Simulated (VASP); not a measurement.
Wanted: the native input for a VASP 6.6.1 run.

- Task: single point
- Functional: r2SCAN
- Potentials or basis: VASP PAW PBE potentials, release 64 (Sn_d)
- Cutoff: 520 eV
- k mesh: 12 × 12 × 12
- Occupations: gaussian, width 0.1 eV
- Spin: no spin polarisation
- Dipole correction: no
- Further INCAR settings: ALGO = Normal; EDIFF = 1e-07; NBANDS = 21

The system is Sn.

```xyz
2
Lattice="0.0000 3.3892 3.3892 3.3892 0.0000 3.3892 3.3892 3.3892 0.0000" Properties=species:S:1:pos:R:3 pbc="T T T"
Sn    0.0000    0.0000    0.0000
Sn    1.6946    1.6946    1.6946
```

This isn't the form of Sn at room conditions, which is tetragonal (white tin).

The input as run:

POSCAR

```
Sn
1.0
    0.0000000000      3.3891935831      3.3891935831
    3.3891935831      0.0000000000      3.3891935831
    3.3891935831      3.3891935831      0.0000000000
Sn
2
Direct
    0.0000000000      0.0000000000      0.0000000000
    0.2500000000      0.2500000000      0.2500000000
```

INCAR.step1

```
SYSTEM = Sn
PREC = Accurate ; ENCUT = 520
ISMEAR = 0 ; SIGMA = 0.1
LREAL = .FALSE. ; LASPH = .TRUE.
NELM = 60 ; NBANDS = 21
GGA = PE ; ALGO = Normal
EDIFF = 1E-4 ; LWAVE = .TRUE.
LCHARG = .FALSE.
```

INCAR.step2

```
SYSTEM = Sn
PREC = Accurate ; ENCUT = 520
EDIFF = 1E-7 ; ISMEAR = 0
SIGMA = 0.1 ; LREAL = .FALSE.
LASPH = .TRUE. ; NELM = 60
ALGO = Normal ; ISIF = 2
LWAVE = .FALSE. ; LCHARG = .FALSE.
METAGGA = R2SCAN ; LMIXTAU = .TRUE.
NBANDS = 21 ; ISTART = 1
```

KPOINTS

```
Automatic mesh
0
G
  12 12 12
  0 0 0
```

Potentials or basis: VASP PAW PBE potentials, release 64 (Sn_d).

Launch:

```console
$ cat potpaw_PBE.64/Sn_d/POTCAR > POTCAR
$ cp INCAR.step1 INCAR
$ mpirun -np 1 vasp_std > vasp.out
$ cp INCAR.step2 INCAR
$ mpirun -np 1 vasp_std > vasp.out
```

Results of the run:

```
Pressure               : -3.3 GPa
Band gap on the k mesh : zero (bands 14 and 15 overlap by 0.13 eV)
```

Caveat: the cell stands under tension; the PAW data sets were made with another functional, which shifts forces and pressure a little; spin-orbit coupling is left out, which moves the levels of the heavy elements.

It took 4.8 min on 1 thread of Intel(R) Xeon(R) Platinum 8259CL CPU @ 2.50GHz (Skylake/Cascade Lake), with other jobs on the host, peak memory 0.27 GiB.
